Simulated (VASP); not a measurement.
Write the native input for VASP 6.6.1 that does the following.

| Item | Value |
| --- | --- |
| Task | single point |
| Functional | r2SCAN |
| Potentials or basis | VASP PAW PBE potentials, release 64 (Cd, Se) |
| Cutoff | 520 eV |
| k mesh | 6 × 6 × 6 |
| Occupations | fermi-dirac, width 0.02 eV |
| Spin | no spin polarisation |
| Dipole correction | no |
| Further INCAR settings | ALGO = Normal; EDIFF = 1e-06; NBANDS = 16 |

CdSe:

```
Cd Se
1.0
     0.00000    2.81423    2.81423
     2.81423    0.00000    2.81423
     2.81423    2.81423    0.00000
Cd Se
1 1
Direct
  0.00000 0.00000 0.00000
  0.50000 0.50000 0.50000
```

This cell differs from its parent crystal: volume changed by -3%.

The input as run:

POSCAR

```
CdSe
1.0
    0.0000000000      2.8142272846      2.8142272846
    2.8142272846      0.0000000000      2.8142272846
    2.8142272846      2.8142272846      0.0000000000
Cd Se
1 1
Direct
    0.0000000000      0.0000000000      0.0000000000
    0.5000000000      0.5000000000      0.5000000000
```

INCAR.step1

```
SYSTEM = CdSe
PREC = Accurate ; ENCUT = 520
ISMEAR = -1 ; SIGMA = 0.02
LREAL = .FALSE. ; LASPH = .TRUE.
NELM = 80 ; NBANDS = 16
GGA = PE ; ALGO = Normal
EDIFF = 1E-4 ; LWAVE = .TRUE.
LCHARG = .FALSE.
```

INCAR.step2

```
SYSTEM = CdSe
PREC = Accurate ; ENCUT = 520
EDIFF = 1E-6 ; ISMEAR = -1
SIGMA = 0.02 ; LREAL = .FALSE.
LASPH = .TRUE. ; NELM = 80
ALGO = Normal ; ISIF = 2
LWAVE = .FALSE. ; LCHARG = .FALSE.
METAGGA = R2SCAN ; LMIXTAU = .TRUE.
NBANDS = 16 ; ISTART = 1
```

KPOINTS

```
regular mesh
0
G
  6 6 6
  0 0 0
```

Potentials or basis: VASP PAW PBE potentials, release 64 (Cd, Se).

The run is started by

```bash
$ cat potpaw_PBE.64/Cd/POTCAR potpaw_PBE.64/Se/POTCAR > POTCAR
$ cp INCAR.step1 INCAR
$ mpirun -np 1 vasp_std > vasp.out
$ cp INCAR.step2 INCAR
$ mpirun -np 1 vasp_std > vasp.out
```

Results of the run:

The pressure is 2.8 GPa.

Caveat: the PAW data sets were made with another functional, which shifts forces and pressure a little.

It took 97 s on 1 thread of AMD EPYC 7R43 64-Core Processor (Zen 3) (shared host), peak memory 0.14 GiB.
